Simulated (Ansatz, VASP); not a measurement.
# Two plane-wave programs on AlP

```
Al P
1.0
     0.00000    2.73648    2.73648
     2.73648    0.00000    2.73648
     2.73648    2.73648    0.00000
Al P
1 1
Direct
  0.00000 0.00000 0.00000
  0.75000 0.75000 0.75000
```

Alike in both runs: task single point; functional PBE; k mesh 4 × 4 × 4; occupations gaussian, width 0.014 eV; no spin polarisation.

```csv
,VASP,Ansatz
version,VASP 6.6.1,Ansatz 0.2.0
potentials or method,"VASP PAW PBE potentials, release 64 (Al, P), cutoff 500 eV","scalar-relativistic, plane waves, PAW"
valence electrons in the cell,8,8
```

|  | VASP | Ansatz | Ansatz less VASP |
| --- | --- | --- | --- |
| gap on the k mesh at the Fermi level (eV) | 1.57 | 1.57 | +0.002 |
| least direct gap on the mesh (eV) | 3.24 | 3.24 | +0.002 |
| pressure (GPa) | 1.9 | 2.0 | +0.10 |

With one functional, cell and mesh, what is left measures potentials, basis and numerics.

The k mesh is coarse, so the values compare programs but aren't converged.
